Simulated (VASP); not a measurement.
The system is SnO2.

```
Sn O
1.0
     1.61709    0.93363    4.80059
    -1.61709    0.93363    4.80059
     0.00000   -1.86726    4.80059
Sn O
1 2
Cartesian
  -0.0006 -0.0264 7.1865
  0.0562 -0.0711 3.4604
  -0.0763 0.0120 10.9540
```

| Quantity | Value |
| --- | --- |
| Program | VASP 6.6.1 |
| Task | relaxation of the atoms |
| Functional | LDA |
| Potentials or basis | VASP PAW LDA potentials, release 64 (Sn_d, O) |
| Cutoff | 520 eV |
| k mesh | 5 × 5 × 5 |
| Occupations | gaussian, width 0.01 eV |
| Spin | no spin polarisation |

At the start: pressure -10.5 GPa; volume 14.50 Å³/atom.

Problem. How do energy, volume and symmetry change on relaxing?

Solution. Over 10 steps the energy falls by 51.8 meV/atom; space group C2/m (No. 12, to 0.1 Å) before, R-3m (No. 166, to 0.1 Å).

The path:
```
step  energy change (eV)  largest force (eV/Å)  pressure (GPa)
   1              0.0000                1.3465          -10.50
   2             -0.1146                0.6914           -7.51
   3             -0.1400                0.6513           -4.93
   4             -0.1524                0.2548           -3.80
   5             -0.1548                0.1143           -4.15
   6             -0.1555                0.0314           -4.59
   7             -0.1555                0.0164           -4.74
   8             -0.1555                0.0055           -4.74
   9             -0.1555                0.0051           -4.74
  10             -0.1555                0.0044           -4.74
```

Final structure:
```yaml
crystal:
  lattice:
    - [1.61709, 0.93363, 4.80059]
    - [-1.61709, 0.93363, 4.80059]
    - [0.00000, -1.86726, 4.80059]
  atoms:
    - { symbol: Sn, position: [0.49268, 0.49706, 0.51013] }
    - { symbol: O, position: [0.22668, 0.23080, 0.24407] }
    - { symbol: O, position: [0.75883, 0.76319, 0.77620] }
```

Caveat: the k points lie up to 0.46 Å⁻¹ apart.
